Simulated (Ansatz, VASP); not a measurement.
# Two plane-wave programs on Hg

```xyz
1
Lattice="-1.4590 1.4590 1.4590 1.4590 -1.4590 1.4590 1.4590 1.4590 -1.4590" Properties=species:S:1:pos:R:3 pbc="T T T"
Hg    0.0000    0.0000    0.0000
```

Change from the starting cell: volume scaled by 0.52, PAW files.

Alike in both runs: task single point; functional PBEsol; k mesh 15 × 15 × 15; occupations fermi-dirac, width 0.08 eV; no spin polarisation.

|  | VASP | Ansatz |
| --- | --- | --- |
| version | VASP 6.6.1 | Ansatz 0.2.0 |
| potentials or method | VASP PAW PBE potentials, release 64 (Hg) | PAW with Ansatz's default frozen-core files, scalar-relativistic |
| plane-wave cutoff (eV) | 520 | 420 |
| valence electrons in the cell | 12 | 20 |

```csv
,VASP,Ansatz,Ansatz less VASP
pressure (GPa),218.4,206.3,-12.05
```

VASP's potentials were made for PBE, not for PBEsol. Both programs put the cell under a high pressure, so it lies far from rest at this level. VASP's potentials hold 12 valence electrons a cell and Ansatz's 20, so a difference there can come from the potentials and not from the codes.

Spin-orbit coupling is off throughout. Noted on VASP's run: the cell as given lies far from equilibrium.
